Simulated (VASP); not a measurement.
# BN in VASP: a series of runs, part 2 of 2

VASP 6.6.1.

### Step 4. Single point, PBEsol+D3(BJ)

This run uses another cell than the first one, of 8.62 Å³/atom.

INCAR reads:

```
SYSTEM = BN
PREC = Accurate
ENCUT = 520
EDIFF = 1E-6
ISMEAR = 0
SIGMA = 0.02
LREAL = .False.
LASPH = .True.
NELM = 80
ALGO = Normal
ISIF = 2
LWAVE = .False.
LCHARG = .False.
GGA = PS
IVDW = 12
NBANDS = 11
```

KPOINTS reads:

```
Automatic mesh
0
Gamma
  12 12 12
  0 0 0
```

POSCAR reads:

```
BN
1.0
    2.4887766904      0.0023494925     -0.2362221758
   -1.2350596613      2.1607371730      0.2359135994
   -0.9289398857     -0.9068825230      3.2442881196
B N
1 1
Direct
    0.9911986868      0.9914956842     -0.0059240054
    0.6569503132      0.3243883158      0.9927290054
```

Potentials or basis: VASP PAW PBE potentials, release 64 (B, N).

The run is started by

```sh
$ cat potpaw_PBE.64/B/POTCAR potpaw_PBE.64/N/POTCAR > POTCAR
$ mpirun -np 1 vasp_std > vasp.out
```

OUTCAR:

```text
SYSTEM = BN
   PREC = Accurate
   ENCUT = 520
   EDIFF = 1E-6
   ISMEAR = 0
   LREAL = .False.
   LASPH = .True.
   NELM = 80
   ISIF = 2
   GGA = PS
   IVDW = 12
 IVDW          = 12

 ion  position               nearest neighbor table
   1  0.991  0.991  0.994-   2 1.44   2 1.44   2 1.44
   2  0.657  0.324  0.993-   1 1.44   1 1.44   1 1.44

  LATTYP: Found a triclinic cell.
 ALAT       =     4.3299545891
 B/A-ratio  =     0.5773646104
 C/A-ratio  =     0.9946020709
 COS(alpha) =     0.0042663110
 COS(beta)  =     0.3400329426
 COS(gamma) =     0.8660037480

  Lattice vectors:

 A1 = (  -3.7238363517,   2.1583876805,   0.4721357752)
 A2 = (  -1.2350596613,   2.1607371730,   0.2359135994)
 A3 = (  -2.8135538338,  -1.2585536350,  -3.0077573674)

Analysis of symmetry for initial positions (statically):
=====================================================================
 Subroutine PRICEL returns:
 Original cell was already a primitive cell.

 Routine SETGRP: Setting up the symmetry group for a
 triclinic supercell.

 Subroutine GETGRP returns: Found  1 space group operations
 (whereof  1 operations were pure point group operations)
 out of a pool of  2 trial point group operations.

The static configuration has the point symmetry C_1 .

Analysis of symmetry for dynamics (positions and initial velocities):
=====================================================================
 Subroutine PRICEL returns:
 Original cell was already a primitive cell.

 Routine SETGRP: Setting up the symmetry group for a
 triclinic supercell.

 Subroutine GETGRP returns: Found  1 space group operations
 (whereof  1 operations were pure point group operations)
 out of a pool of  2 trial point group operations.

The dynamic configuration has the point symmetry C_1 .

 Subroutine INISYM returns: Found  1 space group operations
 (whereof  1 operations are pure point group operations),
 and found     1 'primitive' translations

----------------------------------------------------------------------------------------

                                     Primitive cell

  volume of cell :      17.2491

  direct lattice vectors                    reciprocal lattice vectors
     2.488776690  0.002349493 -0.236222176     0.418804544  0.219590626  0.181299294
    -1.235059661  2.160737173  0.235913599     0.011977632  0.455378784  0.130722533
    -0.928939886 -0.906882523  3.244288120     0.029622904 -0.017124827  0.311929044

  length of vectors
     2.499963170  2.499962545  3.494391310     0.506445183  0.473921599  0.313800103

  position of ions in fractional coordinates (direct lattice)
     0.991198687  0.991495684  0.994075995
     0.656950313  0.324388316  0.992729005

  ion indices of the primitive-cell ions
   primitive index   ion index
                 1           1
                 2           2

----------------------------------------------------------------------------------------

 KPOINTS: Automatic mesh

Automatic generation of k-mesh.
[... 25 lines left out ...]
  0.166667  0.000000 -0.000000      2.000000
  0.250000 -0.000000  0.000000      2.000000
  0.333333  0.000000  0.000000      2.000000
  0.416667 -0.000000  0.000000      2.000000
[... 16 lines left out ...]
  0.250000  0.166667  0.000000      2.000000
  0.333333  0.166667  0.000000      2.000000
 [... further k-points ...]
   k-points           NKPTS =    868   k-points in BZ     NKDIM =    868   number of bands    NBANDS=     11
   number of dos      NEDOS =    301   number of ions     NIONS =      2
   total plane-waves  NPLWV =  11200
   dimension x,y,z NGX =    20 NGY =   20 NGZ =   28
   dimension x,y,z NGXF=    40 NGYF=   40 NGZF=   56
   ions per type =               1   1
   NGX,Y,Z   is equivalent  to a cutoff of  13.30, 13.30, 13.32 a.u.
   NGXF,Y,Z  is equivalent  to a cutoff of  26.60, 26.60, 26.64 a.u.
 SYSTEM =  BN
   PREC   = accura    normal or accurate (medium, high low for compatibility)
   ISTART =      0    job   : 0-new  1-cont  2-samecut
   ICHARG =      2    charge: 1-file 2-atom 10-const
   ISPIN  =      1    spin polarized calculation?
   LNONCOLLINEAR =      F non collinear calculations
   LSORBIT =      F    spin-orbit coupling
   LASPH  =      T    aspherical Exc in radial PAW
   ENCUT  =  520.0 eV  38.22 Ry    6.18 a.u.   4.65  4.65  6.50*2*pi/ulx,y,z
   NELM   =     80;   NELMIN=  2; NELMDL= -5     # of ELM steps
   EDIFF  = 0.1E-05   stopping-criterion for ELM
   LREAL  =      F    real-space projection
   EDIFFG = 0.1E-04   stopping-criterion for IOM
   NSW    =      0    number of steps for IOM
   IBRION =     -1    ionic relax: 0-MD 1-quasi-New 2-CG
   NFREE  =      0    steps in history (QN), initial steepest desc. (CG)
   ISIF   =      2    stress and relaxation
   ISYM   =      2    0-nonsym 1-usesym 2-fastsym
   POTIM  = 0.5000    time-step for ionic-motion
   TEBEG  =    0.0;   TEEND  =   0.0 temperature during run
   PSTRESS=    0.0 pullay stress
   NELECT =       8.0000    total number of electrons
   NUPDOWN=      -1.0000    fix difference up-down
   EMIN   =  10.00;   EMAX   =-10.00  energy-range for DOS
   EFERMI =   0.00;   METHOD = LEGACY
   ISMEAR =     0;   SIGMA  =   0.02  broadening in eV -4-tet -1-fermi 0-gaus
   EFERMI_NEDOS =   21; number of points for ismear=-14 and -15
   IALGO  =     38    algorithm
   IMIX   =      4    mixing-type and parameters
     AMIX     =   0.40;   BMIX     =  1.00
     AMIX_MAG =   1.60;   BMIX_MAG =  1.00
  volume/ion in A,a.u.               =       8.62        58.20
  Fermi-wavevector in a.u.,A,eV,Ry     =   1.267212  2.394684 21.848603  1.605827
  Thomas-Fermi vector in A             =   2.400372
   LORBIT       =      0    0 simple, 1 ext, 2 COOP (PROOUT), +10 PAW based schemes
   GGA     = PS    functional components
   LHFCALC =     F    Hartree Fock is set to
   AEXX    =    0.0000 exact exchange contribution
   IVDW    =    12    specifies the selected vdW correction
   LEPSILON=     F    determine dielectric tensor
   LRPA    =     F    only Hartree local field effects (RPA)
 non-spin polarized calculation
 Gauss-broadening in eV      SIGMA  =   0.02
  energy-cutoff  :      520.00
  volume of cell :       17.25
 maximum number of plane-waves:       477
   NGX =  9   NGY =  9   NGZ = 13

 number of electron       8.0000000 magnetization

 Free energy of the ion-electron system (eV)
  ---------------------------------------------------
  ext. energy  EPLUGINS =         0.00000000
  ---------------------------------------------------
  free energy    TOTEN  =       -18.27687708 eV

  energy without entropy =      -18.27687708  energy(sigma->0) =      -18.27687708

 E-fermi :   2.7429     XC(G=0): -10.5965

 val. band max:        2.5503162999   @ k =   0.4167   0.3333   0.2500
 cond. band min:       6.5425713292   @ k =   0.5000   0.5000   0.5000
 fundamental gap:      3.9922550293
 Fermi energy:         2.7429372664

 k-point     1 :       0.0000    0.0000    0.0000
  band No.  band energies     occupation
      1     -15.2989      2.00000
      2      -1.3462      2.00000
      3       1.2781      2.00000
      4       1.2788      2.00000
      5       7.8533      0.00000
      6      14.2041      0.00000
      7      14.2109      0.00000
      8      15.7637      0.00000
      9      17.5941      0.00000
     10      28.3867      0.00000
     11      31.2907      0.00000
[... 309 lines left out ...]
 k-point    24 :       0.3333    0.1667    0.0000
  band No.  band energies     occupation
      1     -12.0348      2.00000
      2      -5.4594      2.00000
      3      -2.8042      2.00000
      4       1.2481      2.00000
      5       7.5209      0.00000
      6      14.1833      0.00000
      7      16.0439      0.00000
      8      19.5303      0.00000
      9      21.2220      0.00000
     10      24.2005      0.00000
     11      26.7505      0.00000

 [... further k-points ...]

------------------------ aborting loop because EDIFF is reached ----------------------------------------

 Edisp (eV)   -0.21103

 E8    (eV) :    -0.1053

  FORCE on cell =-STRESS in cart. coord.  units (eV):
  Direction    XX          YY          ZZ          XY          YZ          ZX
  --------------------------------------------------------------------------------------
  -------------------------------------------------------------------------------------
  Total       0.05849     0.05925    -0.01176     0.00064     0.00660    -0.01099
  in kB       5.43295     5.50331    -1.09278     0.05963     0.61345    -1.02089
  external pressure =        3.28 kB  Pullay stress =        0.00 kB

 VOLUME and BASIS-vectors are now :
 -----------------------------------------------------------------------------
  energy-cutoff  :      520.00
  volume of cell :       17.25
      direct lattice vectors                 reciprocal lattice vectors
     2.488776690  0.002349493 -0.236222176     0.418804544  0.219590626  0.181299294
    -1.235059661  2.160737173  0.235913599     0.011977632  0.455378784  0.130722533
    -0.928939886 -0.906882523  3.244288120     0.029622904 -0.017124827  0.311929044

 POSITION                                       TOTAL-FORCE (eV/Angst)
 -----------------------------------------------------------------------------------
      0.31888      1.24318      3.22483        -0.001166      0.000233      0.000527
      0.31218     -0.19783      3.14204         0.001166     -0.000233     -0.000527
 -----------------------------------------------------------------------------------
    total drift:                               -0.000101     -0.000097      0.000082

  FREE ENERGIE OF THE ION-ELECTRON SYSTEM (eV)
  ---------------------------------------------------
  free  energy   TOTEN  =       -18.4879098492 eV

  energy  without entropy=      -18.4879098492  energy(sigma->0) =      -18.48790985
```

stdout:

```text
POSCAR found type information on POSCAR B N
 POSCAR found :  2 types and       2 ions
 scaLAPACK will be used
 -----------------------------------------------------------------------------
|                                                                             |
|                                                                             |
|     You enforced a specific xc type in the INCAR file but a different       |
|     I HOPE YOU KNOW WHAT YOU ARE DOING!                                     |
|                                                                             |
 -----------------------------------------------------------------------------

 LDA part: xc-table for (Slater+PW92), standard interpolation
 POSCAR, INCAR and KPOINTS ok, starting setup
 FFT: planning ... GRIDC
 FFT: planning ... GRID_SOFT
 FFT: planning ... GRID
 WAVECAR not read
 entering main loop
```

It took 4.2 min on 1 thread of AMD EPYC 7R13, shared host; peak memory 0.24 GiB.

What came out:

* Free energy: -18.4879 eV
* Pressure: 0.3 GPa
* Band gap on the k mesh: 3.99 eV (least direct gap 4.65 eV)
* Dispersion energy per atom: -0.106 eV

Stress tensor (GPa, compression positive):
```
 0.54  0.01 -0.10
 0.01  0.55  0.06
-0.10  0.06 -0.11
```

Caveat: the PAW data sets were made with another functional, which shifts forces and pressure a little.

### Step 5. Single point, PBEsol+D3(BJ)

This run uses another cell than the first one, of 8.62 Å³/atom.

INCAR reads:

```
PREC = Accurate
ENCUT = 520
EDIFF = 1E-7
ISMEAR = 0
SIGMA = 0.02
LREAL = False
LASPH = True
NELM = 60
ALGO = Normal
ISIF = 2
LWAVE = False
LCHARG = False
GGA = PS
IVDW = 12
NBANDS = 11
```

KPOINTS reads:

```
regular mesh
0
Gamma
  12 12 12
```

POSCAR is that of step 4.

The run is started by

```sh
$ cat potpaw_PBE.64/B/POTCAR potpaw_PBE.64/N/POTCAR > POTCAR
$ mpirun -np 1 vasp_std > vasp.out
```

It took 5 min on 1 thread of AMD EPYC 7R13, shared host; peak memory 0.24 GiB.

It converged, with:

- Free energy: -18.4879 eV
- Pressure: 0.3 GPa
- Band gap on the k mesh: 3.99 eV (least direct gap 4.65 eV)
- Dispersion energy per atom: -0.106 eV

Stress tensor (GPa, compression positive):
```
 0.54  0.01 -0.10
 0.01  0.54  0.06
-0.10  0.06 -0.11
```

Levels at points of the mesh, in eV from the valence-band top:
```csv
k point,band 1,band 2,band 3,band 4,band 5,band 6,band 7,band 8
"(0.00, 0.00, 0.00)",-17.85,-3.90,-1.27,-1.27,5.30,11.65,11.66,13.21
"(0.50, 0.00, 0.00)",-14.46,-8.83,-4.16,-1.32,4.04,9.80,14.46,18.25
"(0.00, 0.50, 0.00)",-14.57,-9.01,-4.07,-0.54,5.26,9.99,13.15,15.47
"(0.50, 0.50, 0.00)",-14.57,-9.02,-4.07,-0.50,5.33,9.96,13.10,15.38
"(0.00, 0.00, 0.50)",-17.44,-6.51,-1.30,-1.30,10.60,11.54,11.55,12.57
"(0.50, 0.00, 0.50)",-14.57,-9.01,-4.07,-0.54,5.26,9.99,13.15,15.47
"(0.00, 0.50, 0.50)",-14.46,-8.83,-4.16,-1.32,4.04,9.80,14.46,18.24
"(0.50, 0.50, 0.50)",-14.46,-8.82,-4.16,-1.35,3.99,9.81,14.51,18.36
```

Caveat: the PAW data sets were made with another functional, which shifts forces and pressure a little. A k mesh can miss the band edges.

### Step 6. Single point, PBEsol+D3(BJ) (8.88 Å³/atom)

This run uses another cell than the first one, of 8.88 Å³/atom.

INCAR reads:

```
SYSTEM = BN
ALGO     = Normal         ! electronic algorithm
EDIFF    = 1E-6           ! SCF threshold, eV
ENCUT    = 520            ! plane-wave cutoff, eV
GGA      = PS             ! functional
ISIF     = 2              ! what is computed and relaxed
ISMEAR   = 0              ! smearing method
IVDW     = 12             ! dispersion correction
LASPH    = .True.         ! aspherical terms in the spheres
LCHARG   = .False.        ! write CHGCAR
LREAL    = .False.        ! projectors in reciprocal space
LWAVE    = .False.        ! write WAVECAR
NBANDS   = 11             ! bands
NELM     = 60             ! most SCF steps
PREC     = Accurate       ! precision mode
SIGMA    = 0.02           ! smearing width, eV
```

KPOINTS reads:

```
k-points
0
Gamma
  12 12 12
  0 0 0
```

POSCAR reads:

```
BN
1.0
    2.4903594237      0.0024648020     -0.2395818566
   -1.2357323096      2.1621643120      0.2394166260
   -0.9252407279     -0.9098359706      3.3360409255
B N
1 1
Direct
    0.9910745872      0.9914385791     -0.0061008792
    0.6570744128      0.3244454209      0.9929058792
```

Potentials or basis: VASP PAW PBE potentials, release 64 (B, N).

The run is started by

```sh
$ cat potpaw_PBE.64/B/POTCAR potpaw_PBE.64/N/POTCAR > POTCAR
$ mpirun -np 1 vasp_std > vasp.out
```

It took 4.7 min on 1 thread of AMD EPYC 7R13, shared host; peak memory 0.25 GiB.

The run converged. Its results:

```
Free energy                : -18.4868 eV
Pressure                   : -0.5 GPa
Band gap on the k mesh     : 4.11 eV (least direct gap 4.64 eV)
Dispersion energy per atom : -0.102 eV
```

Stress tensor (GPa, compression positive):
```
-0.26  0.00 -0.08
 0.00 -0.26  0.05
-0.08  0.05 -0.91
```

Levels at points of the mesh, in eV from the valence-band top:
```
           k point  band 1  band 2  band 3  band 4  band 5  band 6  band 7  band 8
(0.00, 0.00, 0.00)  -17.76   -4.03   -1.25   -1.25    5.15   11.66   11.66   13.18
(0.50, 0.00, 0.00)  -14.43   -8.80   -4.11   -1.23    4.13    9.84   14.27   17.83
(0.00, 0.50, 0.00)  -14.52   -8.95   -4.04   -0.55    5.26    9.93   13.02   15.17
(0.50, 0.50, 0.00)  -14.52   -8.95   -4.04   -0.53    5.29    9.92   12.99   15.12
(0.00, 0.00, 0.50)  -17.43   -6.33   -1.27   -1.27   10.31   11.57   11.57   12.42
(0.50, 0.00, 0.50)  -14.52   -8.95   -4.04   -0.55    5.26    9.93   13.02   15.17
(0.00, 0.50, 0.50)  -14.43   -8.80   -4.11   -1.23    4.13    9.84   14.27   17.82
(0.50, 0.50, 0.50)  -14.43   -8.79   -4.12   -1.24    4.11    9.85   14.30   17.89
```

Caveat: the PAW data sets were made with another functional, which shifts forces and pressure a little.

### Step 7. Overview

| cell | gap on the mesh (eV) | pressure (GPa) |
| --- | --- | --- |
| a = 2.494, b = 2.494, c = 3.336 Å, angles 90.0, 111.9, 120.0°, 2 atoms, atomic positions A | 3.84 | 3.1 |
| a = 2.497, b = 2.497, c = 3.416 Å, angles 90.1, 111.4, 120.0°, 2 atoms, atomic positions B | 3.93 | 1.5 |
| a = 2.500, b = 2.500, c = 3.494 Å, angles 90.3, 110.6, 120.0°, 2 atoms, atomic positions C | 3.99 | 0.3 |
| a = 2.502, b = 2.502, c = 3.580 Å, angles 90.2, 110.3, 120.0°, 2 atoms, atomic positions D | 4.11 | -0.5 |

Alike in all rows: task single point; level PBEsol+D3(BJ); potentials or basis VASP PAW PBE potentials, release 64 (B, N); no spin polarisation; k mesh 12 × 12 × 12; cutoff (eV) 520; smearing gaussian 0.02 eV.

Caveats: the PAW data sets were made with another functional, which shifts forces and pressure a little; the cell stands under pressure (at least some runs).

Total energies depend on the potentials used, so only differences within one code and one set of settings carry meaning.
